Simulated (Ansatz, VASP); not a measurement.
BaO in VASP and in Ansatz

```
Ba O
1.0
     0.00000    2.74527    2.74527
     2.74527    0.00000    2.74527
     2.74527    2.74527    0.00000
Ba O
1 1
Direct
  0.00000 0.00000 0.00000
  0.50000 0.50000 0.50000
```

Alike in both runs: functional PBEsol; k mesh 8 × 8 × 8; occupations fermi-dirac, width 0.02 eV; no spin polarisation.

Ansatz relaxed the structure, and its values are those at the end. VASP's run is a single point on that final structure, the one shown.

|  | VASP | Ansatz |
| --- | --- | --- |
| version | VASP 6.6.1 | Ansatz 0.2.0 |
| potentials or method | VASP PAW PBE potentials, release 64 (Ba_sv, O_h), cutoff 1340 eV | PAW plane waves |
| valence electrons in the cell | 16 | 16 |

|  | VASP | Ansatz | Ansatz less VASP |
| --- | --- | --- | --- |
| gap on the k mesh at the Fermi level (eV) | 1.77 | 1.84 | +0.069 |
| pressure (GPa) | 1.8 | 0.0 | -1.84 |

VASP's potentials were made for PBE, not for PBEsol, and Ansatz warns of the same on its side.

Neither program's run includes spin-orbit coupling.
